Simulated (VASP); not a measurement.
KCl: single point with LDA

KCl:

```
K Cl
1.0
     0.00000    3.34547    3.15610
     3.34547    0.00000    3.15610
     3.34547    3.34547    0.00000
K Cl
1 1
Direct
  0.00000 0.00000 0.00000
  0.50000 0.50000 0.50000
```

This cell differs from its parent crystal: strain +0.0600 x Voigt [1, 1, 0, 0, 0, 0].

* Program: VASP 6.6.1
* Task: single point
* Functional: LDA
* Potentials or basis: VASP PAW LDA potentials, release 64 (K_sv, Cl)
* Cutoff: 520 eV
* k mesh: 6 × 6 × 6
* Occupations: gaussian, width 0.05 eV
* Spin: no spin polarisation
* Dipole correction: no
* Further INCAR settings: ALGO = Normal; EDIFF = 1e-07; NBANDS = 15

```
Pressure               : -3.0 GPa
Band gap on the k mesh : 4.36 eV
```

Stress tensor (GPa, compression positive):
```
-3.27  0.00  0.00
 0.00 -3.27  0.00
 0.00  0.00 -2.49
```

Levels at points of the mesh, in eV from the valence-band top:
| k point | band 6 | band 7 | band 8 | band 9 | band 10 | band 11 |
| --- | --- | --- | --- | --- | --- | --- |
| (0.00, 0.00, 0.00) | -0.01 | -0.01 | 0.00 | 4.36 | 7.89 | 7.89 |
| (0.50, 0.00, 0.00) | -0.94 | -0.27 | -0.26 | 6.82 | 7.73 | 9.80 |
| (0.50, 0.50, 0.00) | -0.57 | -0.25 | -0.25 | 6.18 | 7.51 | 9.18 |
| (0.50, 0.00, 0.50) | -0.63 | -0.21 | -0.18 | 6.28 | 7.39 | 8.82 |

Run time: 46 s on 1 thread of Intel Xeon 8259CL, on a shared host, peak memory 0.18 GiB.

Caveat: the cell differs from its parent crystal (strain +0.0600 x Voigt [1, 1, 0, 0, 0, 0]); the cell stands under tension.
